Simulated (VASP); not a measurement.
# RbBr3 (I4/mmm) in VASP: notebook, part 2 of 2

VASP 6.6.1.

## 3. Single point, PBE

Contents of INCAR:

```
SYSTEM = RbBr3
ALGO = Normal
EDIFF = 1E-6
ENCUT = 500
GGA = PE
GGA_COMPAT = .False.
ISIF = 2
ISMEAR = 1
LASPH = .True.
LCHARG = .False.
LREAL = .False.
LWAVE = .False.
NBANDS = 23
NELM = 120
PREC = Accurate
SIGMA = 0.05
```

Contents of KPOINTS:

```
k-points
0
Gamma
  14 14 14
  0 0 0
```

Contents of POSCAR:

```
RbBr3
1.0
   -2.2585671000      2.2585671000      6.4370042300
    2.2585671000     -2.2585671000      6.4370042300
    2.2585671000      2.2585671000     -6.4370042300
Rb Br
1 3
Direct
    0.0000000000      0.0000000000      0.0000000000
    0.7500000000      0.2500000000      0.5000000000
    0.2500000000      0.7500000000      0.5000000000
    0.5000000000      0.5000000000      0.0000000000
```

Potentials or basis: VASP PAW PBE potentials, release 64 (Rb_sv, Br).

Run with:

```
$ cat potpaw_PBE.64/Rb_sv/POTCAR potpaw_PBE.64/Br/POTCAR > POTCAR
$ mpirun -np 1 vasp_std > vasp.out
```

OUTCAR:

```text
SYSTEM = RbBr3
   EDIFF = 1E-6
   ENCUT = 500
   GGA = PE
   ISIF = 2
   ISMEAR = 1
   LASPH = .True.
   LREAL = .False.
   NELM = 120
   PREC = Accurate

 ion  position               nearest neighbor table
   1  0.000  0.000  0.000-   4 3.19   4 3.19   4 3.19   4 3.19   2 3.93   2 3.93   3 3.93   3 3.93
                             3 3.93   2 3.93   3 3.93   2 3.93
   2  0.750  0.250  0.500-   1 3.93   1 3.93   1 3.93   1 3.93
   3  0.250  0.750  0.500-   1 3.93   1 3.93   1 3.93   1 3.93
   4  0.500  0.500  0.000-   1 3.19   1 3.19   1 3.19   1 3.19

  LATTYP: Found a body centered tetragonal cell.
 ALAT       =     4.5171342000
 C/A-ratio  =     2.8500389605

  Lattice vectors:

 A1 = (  -2.2585671000,   2.2585671000,   6.4370042300)
 A2 = (   2.2585671000,  -2.2585671000,   6.4370042300)
 A3 = (   2.2585671000,   2.2585671000,  -6.4370042300)

Analysis of symmetry for initial positions (statically):
=====================================================================
 Subroutine PRICEL returns:
 Original cell was already a primitive cell.

 Routine SETGRP: Setting up the symmetry group for a
 body centered tetragonal supercell.
[... 171 lines left out ...]

 E-fermi :  -0.3832     XC(G=0):  -8.1956

 val. band max:       -0.3870328934   @ k =   0.3571   0.0000  -0.0000
 cond. band min:      -0.3825241346   @ k =  -0.1429  -0.3571   0.1429
 fundamental gap:      0.0045087588
 Fermi energy:        -0.3832340763

 k-point     1 :       0.0000    0.0000    0.0000
  band No.  band energies     occupation
      1     -24.7833      2.00000
      2     -14.8631      2.00000
      3     -13.4611      2.00000
      4     -12.8869      2.00000
      5      -9.0182      2.00000
      6      -8.9156      2.00000
[... 613 lines left out ...]
     22       8.4014      0.00000
     23       9.3900      0.00000

 [... further k-points ...]

------------------------ aborting loop because EDIFF is reached ----------------------------------------

  FORCE on cell =-STRESS in cart. coord.  units (eV):
  Direction    XX          YY          ZZ          XY          YZ          ZX
  --------------------------------------------------------------------------------------
  -------------------------------------------------------------------------------------
  Total        0.4225485      0.4225485      0.8673865      0.0000000      0.0000000      0.0000000
  in kB        5.1543910      5.1543910     10.5806772      0.0000000      0.0000000      0.0000000
  external PRESSURE =       6.9631531 kB  Pullay stress =       0.0000000 kB

 VOLUME and BASIS-vectors are now :
 -----------------------------------------------------------------------------
  energy-cutoff  :      500.00
  volume of cell :      131.34
      direct lattice vectors                 reciprocal lattice vectors
    -2.258567100  2.258567100  6.437004230     0.000000000  0.221379298  0.077675885
     2.258567100 -2.258567100  6.437004230     0.221379298  0.000000000  0.077675885
     2.258567100  2.258567100 -6.437004230     0.221379298  0.221379298  0.000000000

 POSITION                                       TOTAL-FORCE (eV/Angst)
 -----------------------------------------------------------------------------------
      0.00000      0.00000      0.00000         0.000000     -0.000000     -0.000000
      0.00000      2.25857      3.21850        -0.000000     -0.000000      0.000000
      2.25857      0.00000      3.21850         0.000000      0.000000      0.000000
      0.00000      0.00000      6.43700         0.000000     -0.000000     -0.000000
 -----------------------------------------------------------------------------------
    total drift:                               -0.000000      0.000000      0.000000

  FREE ENERGIE OF THE ION-ELECTRON SYSTEM (eV)
  ---------------------------------------------------
  free  energy   TOTEN  =        -8.2689950495 eV

  energy  without entropy=       -8.2697045318  energy(sigma->0) =       -8.26923154
```

OSZICAR:

```text
N       E                     dE             d eps       ncg     rms          rms(c)
DAV:   1     0.179862615099E+03    0.17986E+03   -0.12506E+04 11224   0.109E+03
DAV:   2     0.430230922259E+01   -0.17556E+03   -0.16931E+03 15848   0.195E+02
DAV:   3    -0.871036535249E+01   -0.13013E+02   -0.12933E+02 14818   0.567E+01
DAV:   4    -0.904012320880E+01   -0.32976E+00   -0.32947E+00 16102   0.843E+00
[... 11 lines left out ...]
DAV:  16    -0.826902707464E+01    0.30441E-03   -0.62480E-04 13982   0.731E-02    0.387E-02
DAV:  17    -0.826900113757E+01    0.25937E-04   -0.70556E-05 14248   0.310E-02    0.177E-02
DAV:  18    -0.826899942657E+01    0.17110E-05   -0.19125E-05 13718   0.165E-02    0.138E-02
DAV:  19    -0.826899589044E+01    0.35361E-05   -0.11030E-05 14115   0.142E-02    0.719E-03
DAV:  20    -0.826899504951E+01    0.84093E-06   -0.19894E-06  8083   0.450E-03
   1 F= -.82689950E+01 E0= -.82692315E+01  d E =0.709482E-03
```

stdout:

```text
POSCAR found type information on POSCAR RbBr
 POSCAR found :  2 types and       4 ions
 scaLAPACK will be used
 LDA part: xc-table for (Slater+PW92), standard interpolation
 POSCAR, INCAR and KPOINTS ok, starting setup
 FFT: planning ... GRIDC
 FFT: planning ... GRID_SOFT
 FFT: planning ... GRID
 WAVECAR not read
 entering main loop
```

Run time: 40 min. Hardware: 1 thread of Oxide Virtual Turin-like, shared host; peak memory 0.77 GiB.

Results:

```
Free energy            : -8.2690 eV
Pressure               : 0.7 GPa
Band gap on the k mesh : zero (bands 15 and 16 overlap by 1.01 eV)
```

## 4. Single point, PBE

Contents of INCAR:

```
PREC = Accurate ; ENCUT = 500
EDIFF = 1E-6 ; ISMEAR = -5
SIGMA = 0.1 ; LREAL = False
LASPH = True ; NELM = 120
ALGO = Normal ; ISIF = 2
LWAVE = False ; LCHARG = True
GGA = PE ; LELF = True
LVHAR = True ; NBANDS = 23
GGA_COMPAT = False
```

Contents of KPOINTS:

```
Automatic mesh
0
Gamma
  14 14 14
```

POSCAR is that of step 3.

Potentials or basis: VASP PAW PBE potentials, release 64 (Rb_sv, Br).

Run with:

```
$ cat potpaw_PBE.64/Rb_sv/POTCAR potpaw_PBE.64/Br/POTCAR > POTCAR
$ mpirun -np 1 vasp_std > vasp.out
```

OUTCAR:

```text
PREC = Accurate
   ENCUT = 500
   EDIFF = 1E-6
   ISMEAR = -5
   LREAL = False
   LASPH = True
   NELM = 120
   ISIF = 2
   GGA = PE

 ion  position               nearest neighbor table
   1  0.000  0.000  0.000-   4 3.19   4 3.19   4 3.19   4 3.19   2 3.93   2 3.93   3 3.93   3 3.93
                             3 3.93   2 3.93   3 3.93   2 3.93
   2  0.750  0.250  0.500-   1 3.93   1 3.93   1 3.93   1 3.93
   3  0.250  0.750  0.500-   1 3.93   1 3.93   1 3.93   1 3.93
   4  0.500  0.500  0.000-   1 3.19   1 3.19   1 3.19   1 3.19

[... 827 lines left out ...]
  Direction    XX          YY          ZZ          XY          YZ          ZX
  --------------------------------------------------------------------------------------
  -------------------------------------------------------------------------------------
  Total        0.3870569      0.3870569      0.8947397      0.0000000     -0.0000000      0.0000000
  in kB        4.7214527      4.7214527     10.9143407      0.0000000     -0.0000000      0.0000000
  external PRESSURE =       6.7857487 kB  Pullay stress =       0.0000000 kB

 VOLUME and BASIS-vectors are now :
 -----------------------------------------------------------------------------
  energy-cutoff  :      500.00
  volume of cell :      131.34
      direct lattice vectors                 reciprocal lattice vectors
    -2.258567100  2.258567100  6.437004230     0.000000000  0.221379298  0.077675885
     2.258567100 -2.258567100  6.437004230     0.221379298  0.000000000  0.077675885
     2.258567100  2.258567100 -6.437004230     0.221379298  0.221379298  0.000000000

 POSITION                                       TOTAL-FORCE (eV/Angst)
 -----------------------------------------------------------------------------------
      0.00000      0.00000      0.00000         0.000000     -0.000000     -0.000000
      0.00000      2.25857      3.21850        -0.000000      0.000000      0.000000
      2.25857      0.00000      3.21850         0.000000     -0.000000     -0.000000
      0.00000      0.00000      6.43700         0.000000     -0.000000     -0.000000
 -----------------------------------------------------------------------------------
    total drift:                               -0.000000      0.000000      0.000000

  FREE ENERGIE OF THE ION-ELECTRON SYSTEM (eV)
  ---------------------------------------------------
  free  energy   TOTEN  =        -8.2684647357 eV

  energy  without entropy=       -8.2684647357  energy(sigma->0) =       -8.26846474
```

stdout:

```text
POSCAR found type information on POSCAR RbBr
 POSCAR found :  2 types and       4 ions
 scaLAPACK will be used
 LDA part: xc-table for (Slater+PW92), standard interpolation
 POSCAR, INCAR and KPOINTS ok, starting setup
 FFT: planning ... GRIDC
 FFT: planning ... GRID_SOFT
 FFT: planning ... GRID
 WAVECAR not read
 entering main loop
 -----------------------------------------------------------------------------
|                                                                             |
|           W    W    AA    RRRRR   N    N  II  N    N   GGGG   !!!           |
|           W    W   A  A   R    R  NN   N  II  NN   N  G    G  !!!           |
|           W    W  A    A  R    R  N N  N  II  N N  N  G       !!!           |
|           W WW W  AAAAAA  RRRRR   N  N N  II  N  N N  G  GGG   !            |
|           WW  WW  A    A  R   R   N   NN  II  N   NN  G    G                |
|           W    W  A    A  R    R  N    N  II  N    N   GGGG   !!!           |
|                                                                             |
|     Tetrahedron method does not include variations of the Fermi             |
|     occupations, so forces and stress will be inaccurate. We suggest        |
|     using a different smearing scheme ISMEAR = 1 or 2 for metals in         |
|     relaxations.                                                            |
|                                                                             |
 -----------------------------------------------------------------------------
```

Wall time 19 min (1 thread of Oxide Virtual Turin-like, shared host); peak memory 0.8 GiB.

What came out:

```yaml
Free_energy: -8.2685 eV
Pressure: 0.7 GPa
Band_gap_on_the_k_mesh: zero (bands 15 and 16 overlap by 1.00 eV)
```

Stress tensor (GPa, compression positive):
```
0.47 0.00 0.00
0.00 0.47 0.00
0.00 0.00 1.09
```

Levels at points of the mesh, in eV from the Fermi level:
```tsv
k point	band 11	band 12	band 13	band 14	band 15	band 16	band 17	band 18	band 19	band 20
(0.00, 0.00, 0.00)	-0.73	-0.23	-0.23	0.09	0.33	0.33	5.32	6.37	6.84	7.41
(0.50, 0.00, 0.00)	-1.65	-1.60	-1.48	-0.94	-0.62	-0.04	7.59	7.85	8.59	8.99
(0.50, 0.50, 0.00)	-1.49	-0.43	-0.37	-0.09	0.80	0.80	6.51	6.63	8.19	8.31
(0.50, 0.50, 0.50)	-0.68	-0.58	-0.15	-0.15	0.28	0.28	5.87	6.25	6.97	7.58
```

Caveat: tetrahedron occupations give inexact forces and stress in metals.
